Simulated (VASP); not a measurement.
# VSi2: single point with LDA

The system is VSi2.

```
CELL_PARAMETERS angstrom
4.53480 0.00000 0.00000
-2.26740 3.92725 0.00000
0.00000 0.00000 6.31890
ATOMIC_POSITIONS crystal
V 0.00000 0.50000 0.16667
V 0.50000 0.50000 0.83333
V 0.50000 0.00000 0.50000
Si 0.83751 0.67501 0.50000
Si 0.16249 0.83751 0.83333
Si 0.67501 0.83751 0.16667
Si 0.16249 0.32499 0.50000
Si 0.83751 0.16249 0.83333
Si 0.32499 0.16249 0.16667
```

| Quantity | Value |
| --- | --- |
| Program | VASP 6.6.1 |
| Task | single point |
| Functional | LDA |
| Potentials or basis | VASP PAW LDA potentials, release 64 (V_sv, Si) |
| Cutoff | 520 eV |
| k mesh | 9 × 9 × 6 |
| Occupations | gaussian, width 0.05 eV |
| Spin | no spin polarisation |
| Dipole correction | no |
| Further INCAR settings | ALGO = Normal; EDIFF = 1e-07; NBANDS = 42 |

| Item | Value |
| --- | --- |
| Pressure | -4.4 GPa |
| Largest force | 0.071 eV/Å |
| Band gap on the k mesh | zero (an odd number of electrons rules out a gap without spin polarisation) |

Forces in eV/Å, atoms in the order of the input:
```
V    0.000  0.000  0.000
V    0.000  0.000  0.000
V    0.000  0.000  0.000
Si   0.000 -0.071  0.000
Si   0.062 -0.036  0.000
Si  -0.062 -0.036  0.000
Si   0.000  0.071  0.000
Si  -0.062  0.036  0.000
Si   0.062  0.036  0.000
```

Stress tensor (GPa, compression positive):
```
-4.49  0.00  0.00
 0.00 -4.49  0.00
 0.00  0.00 -4.31
```

Levels at points of the mesh, in eV from the Fermi level:
```
           k point  band 29  band 30  band 31  band 32  band 33  band 34  band 35  band 36
(0.00, 0.00, 0.00)    -2.13    -1.82    -1.82    -1.66     0.36     2.13     2.47     2.47
(0.00, 0.00, 0.50)    -1.86    -1.86    -1.62     0.54     0.54     2.13     2.50     2.55
```

It took 2.6 min on 1 thread of Intel(R) Xeon(R) Platinum 8488C (Sapphire Rapids), with other jobs on the host, peak memory 0.3 GiB.

Caveat: the cell stands under tension.
